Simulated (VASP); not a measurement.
# K (Im-3m) in VASP: further runs

Runs on K. Level: PBE. Tasks: single point.

Everything below comes from runs of VASP 6.6.1. Logs are shortened: lines on timing, memory, paths and dates and some standing lists are left out, and cuts for length are marked.

**1. The cell of the first run**

It takes space group Im-3m (No. 229, cubic). Conventional cell: a = 5.101 Å, b = 5.101 Å, c = 5.101 Å, α = 90.00°, β = 90.00°, γ = 90.00°. Within 5.8 Å of K (site symmetry m-3m) lie 14 K at 4.42 to 5.10 Å.

**2. Single point, PBE (volume scaled by 0.9)**

INCAR

```
SYSTEM = K
PREC = Accurate ; ENCUT = 520
EDIFF = 1E-6 ; ISMEAR = -1
SIGMA = 0.1 ; LREAL = .False.
LASPH = .True. ; NELM = 100
ALGO = Normal ; ISIF = 2
LWAVE = .False. ; LCHARG = .False.
GGA = PE ; NBANDS = 10
```

KPOINTS

```
regular mesh
0
Gamma
  10 10 10
  0 0 0
```

POSCAR

```
K
1.0
   -2.5505419840      2.5505419840      2.5505419840
    2.5505419840     -2.5505419840      2.5505419840
    2.5505419840      2.5505419840     -2.5505419840
K
1
Direct
    0.0000000000      0.0000000000      0.0000000000
```

Potentials or basis: VASP PAW PBE potentials, release 64 (K_sv).

On the command line:

```sh
$ cat potpaw_PBE.64/K_sv/POTCAR > POTCAR
$ mpirun -np 1 vasp_std > vasp.out
```

OUTCAR:

```text
SYSTEM = K
   PREC = Accurate
   ENCUT = 520
   EDIFF = 1E-6
   ISMEAR = -1
   LREAL = .False.
   LASPH = .True.
   NELM = 100
   ISIF = 2
   GGA = PE

 ion  position               nearest neighbor table
   1  0.000  0.000  0.000-

  LATTYP: Found a body centered cubic cell.
 ALAT       =     5.1010839680

  Lattice vectors:

 A1 = (  -2.5505419840,   2.5505419840,   2.5505419840)
 A2 = (   2.5505419840,  -2.5505419840,   2.5505419840)
 A3 = (   2.5505419840,   2.5505419840,  -2.5505419840)

Analysis of symmetry for initial positions (statically):
=====================================================================
 Subroutine PRICEL returns:
 Original cell was already a primitive cell.

 Routine SETGRP: Setting up the symmetry group for a
 body centered cubic supercell.

 Subroutine GETGRP returns: Found 48 space group operations
 (whereof 48 operations were pure point group operations)
 out of a pool of 48 trial point group operations.

The static configuration has the point symmetry O_h .

Analysis of symmetry for dynamics (positions and initial velocities):
=====================================================================
 Subroutine PRICEL returns:
 Original cell was already a primitive cell.

 Routine SETGRP: Setting up the symmetry group for a
 body centered cubic supercell.

 Subroutine GETGRP returns: Found 48 space group operations
 (whereof 48 operations were pure point group operations)
 out of a pool of 48 trial point group operations.

The dynamic configuration has the point symmetry O_h .

 Subroutine INISYM returns: Found 48 space group operations
 (whereof 48 operations are pure point group operations),
 and found     1 'primitive' translations

----------------------------------------------------------------------------------------

                                     Primitive cell

  volume of cell :      66.3678

  direct lattice vectors                    reciprocal lattice vectors
    -2.550541984  2.550541984  2.550541984     0.000000000  0.196036765  0.196036765
     2.550541984 -2.550541984  2.550541984     0.196036765  0.000000000  0.196036765
     2.550541984  2.550541984 -2.550541984     0.196036765  0.196036765  0.000000000

  length of vectors
     4.417668303  4.417668303  4.417668303     0.277237852  0.277237852  0.277237852

[... 75 lines left out ...]
   LASPH  =      T    aspherical Exc in radial PAW
   ENCUT  =  520.0 eV  38.22 Ry    6.18 a.u.   8.21  8.21  8.21*2*pi/ulx,y,z
   NELM   =    100;   NELMIN=  2; NELMDL= -5     # of ELM steps
   EDIFF  = 0.1E-05   stopping-criterion for ELM
   LREAL  =      F    real-space projection
   EDIFFG = 0.1E-04   stopping-criterion for IOM
   NSW    =      0    number of steps for IOM
   IBRION =     -1    ionic relax: 0-MD 1-quasi-New 2-CG
   NFREE  =      0    steps in history (QN), initial steepest desc. (CG)
   ISIF   =      2    stress and relaxation
   ISYM   =      2    0-nonsym 1-usesym 2-fastsym
   POTIM  = 0.5000    time-step for ionic-motion
   TEBEG  =    0.0;   TEEND  =   0.0 temperature during run
   PSTRESS=    0.0 pullay stress
   NELECT =       9.0000    total number of electrons
   NUPDOWN=      -1.0000    fix difference up-down
   EMIN   =  10.00;   EMAX   =-10.00  energy-range for DOS
   EFERMI =   0.00;   METHOD = LEGACY
   ISMEAR =    -1;   SIGMA  =   0.10  broadening in eV -4-tet -1-fermi 0-gaus
   EFERMI_NEDOS =   21; number of points for ismear=-14 and -15
   IALGO  =     38    algorithm
   IMIX   =      4    mixing-type and parameters
     AMIX     =   0.40;   BMIX     =  1.00
     AMIX_MAG =   1.60;   BMIX_MAG =  1.00
  volume/ion in A,a.u.               =      66.37       447.87
  Fermi-wavevector in a.u.,A,eV,Ry     =   0.841078  1.589408  9.624939  0.707413
  Thomas-Fermi vector in A             =   1.955565
   LORBIT       =      0    0 simple, 1 ext, 2 COOP (PROOUT), +10 PAW based schemes
   GGA     = PE    functional components
   LHFCALC =     F    Hartree Fock is set to
   AEXX    =    0.0000 exact exchange contribution
   IVDW    =     0    specifies the selected vdW correction
   LEPSILON=     F    determine dielectric tensor
   LRPA    =     F    only Hartree local field effects (RPA)
 non-spin polarized calculation
  energy-cutoff  :      520.00
  volume of cell :       66.37
 maximum number of plane-waves:      1830
 NGX is ok and might be reduce to    36
   NGX = 17   NGY = 17   NGZ = 17

 number of electron       9.0000001 magnetization

 Free energy of the ion-electron system (eV)
  ---------------------------------------------------
  ext. energy  EPLUGINS =         0.00000000
  ---------------------------------------------------
  free energy    TOTEN  =        -1.04864086 eV

  energy without entropy =       -1.02211852  energy(sigma->0) =       -1.03537969

 E-fermi :   0.1185     XC(G=0):  -5.9051

 val. band max:        0.1120007031   @ k =   0.3000   0.2000   0.0000
 cond. band min:       0.2080596296   @ k =  -0.4000   0.4000   0.2000
 fundamental gap:      0.0960589265
 Fermi energy:         0.1185187871

 k-point     1 :       0.0000    0.0000    0.0000
  band No.  band energies     occupation
      1     -31.9572      2.00000
      2     -15.3978      2.00000
      3     -15.3978      2.00000
      4     -15.3978      2.00000
      5      -2.1865      2.00000
      6       4.5112      0.00000
      7       4.5112      0.00000
      8       4.5112      0.00000
      9       5.4864      0.00000
     10       5.4864      0.00000
[... 287 lines left out ...]
 k-point    24 :      -0.3000    0.3000    0.1000
  band No.  band energies     occupation
      1     -31.9522      2.00000
      2     -15.4604      2.00000
      3     -15.4222      2.00000
      4     -15.4051      2.00000
      5      -0.9087      1.99993
      6       2.6990      0.00000
      7       3.6621      0.00000
      8       4.6245      0.00000
      9       5.4878      0.00000
     10       5.9050      0.00000

 [... further k-points ...]
[... 5 lines left out ...]
  --------------------------------------------------------------------------------------
  -------------------------------------------------------------------------------------
  Total        0.1910881      0.1910881      0.1910881     -0.0000000     -0.0000000      0.0000000
  in kB        4.6130365      4.6130365      4.6130365     -0.0000000     -0.0000000      0.0000000
  external PRESSURE =       4.6130365 kB  Pullay stress =       0.0000000 kB

 VOLUME and BASIS-vectors are now :
 -----------------------------------------------------------------------------
  energy-cutoff  :      520.00
  volume of cell :       66.37
      direct lattice vectors                 reciprocal lattice vectors
    -2.550541984  2.550541984  2.550541984     0.000000000  0.196036765  0.196036765
     2.550541984 -2.550541984  2.550541984     0.196036765  0.000000000  0.196036765
     2.550541984  2.550541984 -2.550541984     0.196036765  0.196036765  0.000000000

 POSITION                                       TOTAL-FORCE (eV/Angst)
 -----------------------------------------------------------------------------------
      0.00000      0.00000      0.00000         0.000000     -0.000000      0.000000
 -----------------------------------------------------------------------------------
    total drift:                               -0.000000      0.000000      0.000000

  FREE ENERGIE OF THE ION-ELECTRON SYSTEM (eV)
  ---------------------------------------------------
  free  energy   TOTEN  =        -1.0486408558 eV

  energy  without entropy=       -1.0221185170  energy(sigma->0) =       -1.03537969
```

stdout:

```text
POSCAR found type information on POSCAR K
 POSCAR found :  1 types and       1 ions
 scaLAPACK will be used
 LDA part: xc-table for (Slater+PW92), standard interpolation
 POSCAR, INCAR and KPOINTS ok, starting setup
 FFT: planning ... GRIDC
 FFT: planning ... GRID_SOFT
 FFT: planning ... GRID
 WAVECAR not read
 entering main loop
```

Wall time 20 s (1 thread of Intel Xeon Platinum 8259CL at 2.50GHz (Skylake/Cascade Lake), shared host); peak memory 0.21 GiB.

What came out:

```
Free energy : -1.0486 eV
Pressure    : 0.5 GPa
```

Caveat: the cell differs from its parent crystal (volume scaled by 0.9).

**3. Single point, PBE (volume scaled by 0.9)**

INCAR

```
  ALGO = Normal
  EDIFF = 1E-6
  ENCUT = 520
  GGA = PE
  ISIF = 2
  ISMEAR = -1
  LASPH = T
  LCHARG = T
  LELF = T
  LREAL = F
  LVHAR = T
  LWAVE = F
  NBANDS = 10
  NELM = 80
  PREC = Accurate
  SIGMA = 0.1
```

KPOINTS

```
k-points
0
Gamma
  10 10 10
```

POSCAR is that of step 2.

Potentials or basis: VASP PAW PBE potentials, release 64 (K_sv).

On the command line:

```sh
$ cat potpaw_PBE.64/K_sv/POTCAR > POTCAR
$ mpirun -np 1 vasp_std > vasp.out
```

It took 23 s on 1 thread of Intel Xeon Platinum 8259CL at 2.50GHz (Skylake/Cascade Lake), shared host; peak memory 0.2 GiB.

Results (log left out):

```
Free energy : -1.0486 eV
Pressure    : 0.5 GPa
```

Levels at points of the mesh, in eV from the Fermi level:
```tsv
k point	band 3	band 4	band 5	band 6	band 7	band 8
(0.00, 0.00, 0.00)	-15.52	-15.52	-2.31	4.39	4.39	4.39
(0.50, 0.00, 0.00)	-15.55	-15.52	0.44	0.75	3.20	5.09
(0.50, 0.50, 0.50)	-15.59	-15.59	1.61	1.61	3.77	3.77
```

Caveat: the cell differs from its parent crystal (volume scaled by 0.9).

**4. Single point, PBE**

This run uses another cell than the first one, of 73.74 Å³/atom, 1.111 times its volume.

INCAR

```
SYSTEM = K
PREC     = Accurate       ! precision mode
ENCUT    = 520            ! plane-wave cutoff, eV
EDIFF    = 1E-6           ! SCF threshold, eV
ISMEAR   = -1             ! smearing method
SIGMA    = 0.1            ! smearing width, eV
LREAL    = .FALSE.        ! projectors in reciprocal space
LASPH    = .TRUE.         ! aspherical terms in the spheres
NELM     = 80             ! most SCF steps
ALGO     = Normal         ! electronic algorithm
ISIF     = 2              ! what is computed and relaxed
LWAVE    = .FALSE.        ! write WAVECAR
LCHARG   = .FALSE.        ! write CHGCAR
GGA      = PE             ! functional
NBANDS   = 10             ! bands
```

KPOINTS

```
Automatic mesh
0
G
  10 10 10
  0 0 0
```

POSCAR

```
K
1.0
   -2.6417089868      2.6417089868      2.6417089868
    2.6417089868     -2.6417089868      2.6417089868
    2.6417089868      2.6417089868     -2.6417089868
K
1
Direct
    0.0000000000      0.0000000000      0.0000000000
```

On the command line:

```sh
$ cat potpaw_PBE.64/K_sv/POTCAR > POTCAR
$ mpirun -np 1 vasp_std > vasp.out
```

It took 20 s on 1 thread of Intel Xeon Platinum 8259CL at 2.50GHz (Skylake/Cascade Lake), shared host; peak memory 0.21 GiB.

Results (log left out):

| Quantity | Value |
| --- | --- |
| Free energy | -1.0592 eV |
| Pressure | 0.0 GPa |

Levels at points of the mesh, in eV from the Fermi level:
```csv
k point,band 1,band 2,band 3,band 4,band 5,band 6,band 7,band 8,band 9,band 10
"(0.00, 0.00, 0.00)",-32.13,-15.58,-15.58,-15.58,-2.15,4.29,4.29,4.29,5.20,5.20
"(0.50, 0.00, 0.00)",-32.13,-15.65,-15.60,-15.58,0.45,0.69,3.17,4.86,5.73,5.93
"(0.50, 0.50, 0.50)",-32.13,-15.63,-15.63,-15.63,1.68,1.68,3.47,3.47,3.47,5.50
```
